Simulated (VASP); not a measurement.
Runs of VASP 6.6.1 on Si2BiTe2. The structure is that of space group I4/mmm (No. 139), or close to it. The cells are those of the table. 

| task | cell | k mesh | cutoff (eV) | gap on the mesh (eV) | pressure (GPa) | largest force (eV/Å) |
| --- | --- | --- | --- | --- | --- | --- |
| relaxation of cell and atoms | relaxed from a = 5.502 Å, angles 108.8, 108.8, 110.8°, 5 atoms | 4 × 4 × 4 | 600 | - | 0.0 | 0.04 |
| single point | a = 5.983 Å, angles 119.2, 119.2, 91.4°, 5 atoms | 10 × 10 × 10 | 520 | none | 0.0 | 0.01 |
| single point | a = 6.000 Å, angles 119.5, 119.5, 90.8°, 5 atoms | 4 × 4 × 4 | 520 | none | -0.1 | 0.01 |
| single point | a = 5.502 Å, angles 108.8, 108.8, 110.8°, 5 atoms | 4 × 4 × 4 | 520 | none | 26.1 | (a) |

Alike in all rows: level PBE; potentials or basis VASP PAW PBE potentials, release 64 (Si, Bi_d, Te); no spin polarisation; smearing gaussian 0.1 eV.

Q: Fill in the values left out.

A: (a) 11.75.

Caveats: some runs use coarse meshes; spin-orbit coupling is left out, which moves the levels of the heavy elements; the bands computed are all filled at some k points, so no gap is given (some runs); forces of over 1 eV/Å act on the atoms, so gaps and moduli don't describe the material at rest (some runs).

A k mesh can miss the band edges, and the runs leave out spin-orbit coupling on Bi, Te.

A gap of «none» marks levels without a gap at the run's occupations.
